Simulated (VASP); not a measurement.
Here is a VASP 6.6.1 calculation.

The input POSCAR:

```
NaPbF3
1.0
    4.7673900031      0.0000000000      0.0000000000
    0.0000000000      4.7673900031      0.0000000000
    0.0000000000      0.0000000000      4.7673900031
Na Pb F
1 1 3
Direct
    0.0000000000      0.0000000000      0.0000000000
    0.5000000000      0.5000000000      0.5000000000
    0.5000000000      0.5000000000      0.0000000000
    0.5000000000      0.0000000000      0.5000000000
    0.0000000000      0.5000000000      0.5000000000
```

The input INCAR.step1:

```
SYSTEM = NaPbF3
PREC = Accurate
ENCUT = 520
EDIFF = 1E-5
ISMEAR = 0
SIGMA = 0.01
LREAL = .FALSE.
LASPH = .TRUE.
NELM = 100
ALGO = Normal
ISIF = 2
LWAVE = .TRUE.
LCHARG = .FALSE.
NBANDS = 29
GGA = PE
```

INCAR.step2

```
SYSTEM = NaPbF3
PREC = Accurate
ENCUT = 520
EDIFF = 1E-7
ISMEAR = 0
SIGMA = 0.01
LREAL = .FALSE.
LASPH = .TRUE.
NELM = 100
ALGO = Normal
ISIF = 2
LWAVE = .FALSE.
LCHARG = .FALSE.
GGA = PE
LHFCALC = .TRUE.
HFSCREEN = 0.2079
PRECFOCK = Fast
NBANDS = 29
ISTART = 1
```

KPOINTS

```
regular mesh
0
G
  4 4 4
  0 0 0
```

Potentials or basis: VASP PAW PBE potentials, release 64 (Na_pv, Pb_d, F).

Command:

```sh
$ cat potpaw_PBE.64/Na_pv/POTCAR potpaw_PBE.64/Pb_d/POTCAR potpaw_PBE.64/F/POTCAR > POTCAR
$ cp INCAR.step1 INCAR
$ mpirun -np 1 vasp_std > vasp.out
$ cp INCAR.step2 INCAR
$ mpirun -np 1 vasp_std > vasp.out
```

Q: Estimate the band gap on the k mesh.

A: 2.82 eV, indirect (least direct gap 4.26 eV).

Q: Estimate the pressure.

A: 0.5 GPa.

Caveat: the PAW data sets were made with another functional, which shifts forces and pressure a little; spin-orbit coupling is left out, which moves the levels of the heavy elements. A k mesh can miss the band edges.
